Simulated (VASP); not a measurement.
A run of VASP 6.6.1 is set up as follows.

File INCAR:

```
PREC = Accurate ; ENCUT = 600
EDIFF = 1E-7 ; ISMEAR = 0
SIGMA = 0.1 ; LREAL = F
LASPH = T ; NELM = 200
ALGO = Normal ; ISIF = 3
LWAVE = F ; LCHARG = F
GGA = PE ; IBRION = 2
NSW = 90 ; EDIFFG = -0.04
GGA_COMPAT = F ; NELMIN = 4
LMAXMIX = 6
```

Contents of KPOINTS:

```
Automatic mesh
0
Gamma
  6 6 4
```

Contents of POSCAR:

```
HoO3
1.0
    3.6712506800      0.0000000000      0.0000000000
   -1.8356253400      3.1793963500      0.0000000000
    0.0000000000      0.0000000000      4.0477200200
Ho O
1 3
Direct
    0.0000000000      0.0000000000      0.5000000000
    0.3333333300      0.6666666700      0.6099893500
    0.6666666700      0.3333333300      0.3900106500
    0.0000000000      0.0000000000      0.0000000000
```

Potentials or basis: VASP PAW PBE potentials, release 64 (Ho_3, O), 4f in core.

The run is started by

```console
$ cat potpaw_PBE.64/Ho_3/POTCAR potpaw_PBE.64/O/POTCAR > POTCAR
$ mpirun -np 1 vasp_std > vasp.out
```

Question: Predict the relaxed volume.

Answer: 13.73 Å³/atom.

Question: Estimate the space group after relaxing (to 0.1 Å).

Answer: P-3m1 (No. 164).

Question: Estimate the band gap on the k mesh.

Answer: Zero (an odd number of electrons rules out a gap without spin polarisation).

Final structure:
```
CELL_PARAMETERS angstrom
3.74528 0.00000 0.00000
-1.87264 3.24350 0.00000
0.00000 0.00000 4.51981
ATOMIC_POSITIONS crystal
Ho 0.00000 0.00000 0.50000
O 0.33333 0.66667 0.68156
O 0.66667 0.33333 0.31844
O 0.00000 0.00000 0.00000
```

Caveat: the k points lie up to 0.35 Å⁻¹ apart in the final cell, too coarse for converged energies and pressures of a metal; the volume moved by over 15 % at a fixed basis, so the end points are rough; spin-orbit coupling is left out, which moves the levels of the heavy elements; the 4f electrons are frozen in the core, so they carry no moment and show no levels; an odd number of electrons without spin polarisation forces a metal; a magnetic or distorted state may lie lower; the run has no spin polarisation, though such a crystal can be magnetic. Spin polarisation is off, so any magnetic state and its effect on volume and gap are missing.
